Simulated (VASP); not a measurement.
A run of VASP 6.6.1 is set up as follows.

INCAR

```
ALGO = Normal
EDIFF = 1E-7
ENCUT = 520
ISIF = 2
ISMEAR = 1
LASPH = True
LCHARG = True
LELF = True
LREAL = False
LVHAR = True
LWAVE = False
NBANDS = 16
NELM = 60
PREC = Accurate
SIGMA = 0.05
```

Contents of KPOINTS:

```
k-points
0
Gamma
  12 12 6
```

POSCAR

```
AlN
1.0
    3.2445028241      0.0000000000      0.0000000000
   -1.6222514120      2.8098212842      0.0000000000
    0.0000000000      0.0000000000      4.1020785442
Al N
2 2
Direct
    0.3333333333      0.6666666667      0.7500000000
    0.6666666667      0.3333333333      0.2500000000
    0.3333333333      0.6666666667      0.2500000000
    0.6666666667      0.3333333333      0.7500000000
```

Potentials or basis: VASP PAW LDA potentials, release 64 (Al, N).

Command:

```console
$ cat potpaw_LDA.64/Al/POTCAR potpaw_LDA.64/N/POTCAR > POTCAR
$ mpirun -np 1 vasp_std > vasp.out
```

Problem. Estimate the band gap on the k mesh.

Solution. 3.75 eV, direct.

Problem. Predict the pressure.

Solution. 5.4 GPa.

Stress tensor (GPa, compression positive):
```
6.59 0.00 0.00
0.00 6.59 0.00
0.00 0.00 3.13
```

A k mesh can miss the band edges. A hybrid or GW would open this gap; LDA tends to underestimate it.
